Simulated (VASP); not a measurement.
# Bi (Im-3m) in VASP: notebook, part 2 of 2

VASP 6.6.1. The steps go on from the part before.

## 3. Single point, LDA

This run uses another cell than the first one, of 29.87 Å³/atom, 1.021 times its volume.

Contents of INCAR:

```
SYSTEM = Bi
PREC     = Accurate       ! precision mode
ENCUT    = 520            ! plane-wave cutoff, eV
EDIFF    = 1E-6           ! SCF threshold, eV
ISMEAR   = 1              ! smearing method
SIGMA    = 0.15           ! smearing width, eV
LREAL    = .FALSE.        ! projectors in reciprocal space
LASPH    = .TRUE.         ! aspherical terms in the spheres
NELM     = 60             ! most SCF steps
ALGO     = Normal         ! electronic algorithm
ISIF     = 2              ! what is computed and relaxed
LWAVE    = .FALSE.        ! write WAVECAR
LCHARG   = .TRUE.         ! write CHGCAR
LELF     = .TRUE.         ! ELF
LVHAR    = .TRUE.       
NBANDS   = 14             ! bands
```

Contents of KPOINTS:

```
Automatic mesh
0
G
  10 10 10
  0 0 0
```

Contents of POSCAR:

```
Bi
1.0
   -1.9546516227      1.9546516227      1.9546516227
    1.9546516227     -1.9546516227      1.9546516227
    1.9546516227      1.9546516227     -1.9546516227
Bi
1
Direct
    0.0000000000      0.0000000000      0.0000000000
```

Potentials or basis: VASP PAW LDA potentials, release 64 (Bi_d).

Started as:

```console
$ cat potpaw_LDA.64/Bi_d/POTCAR > POTCAR
$ mpirun -np 1 vasp_std > vasp.out
```

Run time: 8.1 s. Hardware: 1 thread of Intel Xeon 6975P-C (Granite Rapids), shared host; peak memory 0.14 GiB.

Results (log left out):

| Property | Result |
| --- | --- |
| Free energy | -4.4727 eV |
| Pressure | -0.8 GPa |

Levels at points of the mesh, in eV from the Fermi level:
```
           k point  band 4  band 5  band 6  band 7  band 8  band 9  band 10  band 11
(0.00, 0.00, 0.00)  -22.85  -22.85  -13.82    5.35    5.35    5.35     9.77    10.53
(0.50, 0.00, 0.00)  -22.86  -22.76  -10.55   -5.31    1.61    3.54     6.19     7.73
(0.50, 0.50, 0.50)  -22.78  -22.78   -8.26   -1.91   -1.91   -1.91     3.56     3.56
```

Caveat: spin-orbit coupling is left out, which moves the levels of the heavy elements.

## 4. Single point, LDA

This run uses another cell than the first one, of 30.49 Å³/atom, 1.043 times its volume.

Contents of INCAR:

```
PREC = Accurate ; ENCUT = 520
EDIFF = 1E-7 ; ISMEAR = 1
SIGMA = 0.15 ; LREAL = False
LASPH = True ; NELM = 100
ALGO = Normal ; ISIF = 2
LWAVE = False ; LCHARG = True
GGA = CA ; LELF = True
LVHAR = True ; NBANDS = 14
```

Contents of KPOINTS:

```
Automatic mesh
0
Gamma
  10 10 10
```

Contents of POSCAR:

```
Bi
1.0
   -1.9681324047      1.9681324047      1.9681324047
    1.9681324047     -1.9681324047      1.9681324047
    1.9681324047      1.9681324047     -1.9681324047
Bi
1
Direct
    0.0000000000      0.0000000000      0.0000000000
```

Potentials or basis: VASP PAW LDA potentials, release 64 (Bi_d).

Started as:

```console
$ cat potpaw_LDA.64/Bi_d/POTCAR > POTCAR
$ mpirun -np 1 vasp_std > vasp.out
```

OUTCAR:

```text
PREC = Accurate
   ENCUT = 520
   EDIFF = 1E-7
   ISMEAR = 1
   LREAL = False
   LASPH = True
   NELM = 100
   ISIF = 2
   GGA = CA

 ion  position               nearest neighbor table
   1  0.000  0.000  0.000-

  LATTYP: Found a body centered cubic cell.
 ALAT       =     3.9362648094

  Lattice vectors:

 A1 = (  -1.9681324047,   1.9681324047,   1.9681324047)
 A2 = (   1.9681324047,  -1.9681324047,   1.9681324047)
 A3 = (   1.9681324047,   1.9681324047,  -1.9681324047)

Analysis of symmetry for initial positions (statically):
=====================================================================
 Subroutine PRICEL returns:
 Original cell was already a primitive cell.

 Routine SETGRP: Setting up the symmetry group for a
 body centered cubic supercell.

 Subroutine GETGRP returns: Found 48 space group operations
 (whereof 48 operations were pure point group operations)
 out of a pool of 48 trial point group operations.

The static configuration has the point symmetry O_h .

Analysis of symmetry for dynamics (positions and initial velocities):
[... 169 lines left out ...]
      3     -15.0509      2.00000
      4     -14.9111      2.00000
      5     -14.9111      2.00000
      6      -5.7416      2.00000
      7      13.1266      0.00000
      8      13.1266      0.00000
      9      13.1266      0.00000
     10      17.4253      0.00000
     11      18.4563      0.00000
     12      18.4563      0.00000
     13      18.4563      0.00000
     14      19.7793      0.00000
[... 377 lines left out ...]
      1     -15.0567      2.00000
      2     -15.0087      2.00000
      3     -14.9430      2.00000
      4     -14.9208      2.00000
      5     -14.9053      2.00000
      6      -3.9668      2.00000
      7       5.9813      2.00000
      8       9.8927     -0.00000
      9      10.9644      0.00000
     10      15.4553      0.00000
     11      16.9598      0.00000
     12      17.1412      0.00000
     13      22.2901      0.00000
     14      23.2282      0.00000

 [... further k-points ...]

------------------------ aborting loop because EDIFF is reached ----------------------------------------

  FORCE on cell =-STRESS in cart. coord.  units (eV):
  Direction    XX          YY          ZZ          XY          YZ          ZX
  --------------------------------------------------------------------------------------
  -------------------------------------------------------------------------------------
  Total       -0.3933932     -0.3933932     -0.3933932     -0.0000000      0.0000000     -0.0000000
  in kB      -20.6687616    -20.6687616    -20.6687616     -0.0000000      0.0000000     -0.0000000
  external PRESSURE =     -20.6687616 kB  Pullay stress =       0.0000000 kB

 VOLUME and BASIS-vectors are now :
 -----------------------------------------------------------------------------
  energy-cutoff  :      520.00
  volume of cell :       30.49
      direct lattice vectors                 reciprocal lattice vectors
    -1.968132405  1.968132405  1.968132405     0.000000000  0.254047949  0.254047949
     1.968132405 -1.968132405  1.968132405     0.254047949  0.000000000  0.254047949
     1.968132405  1.968132405 -1.968132405     0.254047949  0.254047949  0.000000000

 POSITION                                       TOTAL-FORCE (eV/Angst)
 -----------------------------------------------------------------------------------
      0.00000      0.00000      0.00000         0.000000     -0.000000      0.000000
 -----------------------------------------------------------------------------------
    total drift:                               -0.000000     -0.000000     -0.000000

  FREE ENERGIE OF THE ION-ELECTRON SYSTEM (eV)
  ---------------------------------------------------
  free  energy   TOTEN  =        -4.4674019161 eV

  energy  without entropy=       -4.4670022166  energy(sigma->0) =       -4.46726868
```

OSZICAR:

```text
N       E                     dE             d eps       ncg     rms          rms(c)
DAV:   1     0.116215462499E+03    0.11622E+03   -0.77726E+03  1322   0.123E+03
DAV:   2     0.242732556470E+01   -0.11379E+03   -0.11007E+03  1442   0.348E+02
DAV:   3    -0.431680503718E+01   -0.67441E+01   -0.67165E+01  1622   0.811E+01
DAV:   4    -0.446886129033E+01   -0.15206E+00   -0.15202E+00  1644   0.129E+01
DAV:   5    -0.447559771825E+01   -0.67364E-02   -0.67363E-02  1894   0.250E+00    0.467E-01
DAV:   6    -0.446938540481E+01    0.62123E-02   -0.82635E-03  1778   0.123E+00    0.267E-01
DAV:   7    -0.446748215347E+01    0.19033E-02   -0.43917E-03  1724   0.913E-01    0.736E-02
DAV:   8    -0.446740212771E+01    0.80026E-04   -0.40872E-04  1726   0.313E-01    0.896E-03
DAV:   9    -0.446740162929E+01    0.49842E-06   -0.10658E-05  1898   0.439E-02    0.383E-03
DAV:  10    -0.446740191711E+01   -0.28781E-06   -0.65855E-07  1762   0.671E-03    0.372E-04
DAV:  11    -0.446740191611E+01    0.10002E-08   -0.22349E-08  1246   0.200E-03
   1 F= -.44674019E+01 E0= -.44672687E+01  d E =-.399699E-03
```

Wall time 11 s (1 thread of Intel Xeon 6975P-C (Granite Rapids), shared host); peak memory 0.14 GiB.

What came out:

- Free energy: -4.4674 eV
- Pressure: -2.1 GPa

Caveat: spin-orbit coupling is left out, which moves the levels of the heavy elements.

## 5. Summary

| cell | gap on the mesh (eV) | pressure (GPa) |
| --- | --- | --- |
| a = 3.362 Å, angles 109.5°, 1 atom | none | 0.5 |
| a = 3.386 Å, angles 109.5°, 1 atom | none | -0.8 |
| a = 3.409 Å, angles 109.5°, 1 atom | none | -2.1 |

Alike in all rows: task single point; level LDA; potentials or basis VASP PAW LDA potentials, release 64 (Bi_d); no spin polarisation; k mesh 10 × 10 × 10; cutoff (eV) 520; smearing methfessel-paxton 0.15 eV.

Caveats: spin-orbit coupling is left out, which moves the levels of the heavy elements.

Total energies depend on the potentials used, so only differences within one code and one set of settings carry meaning.
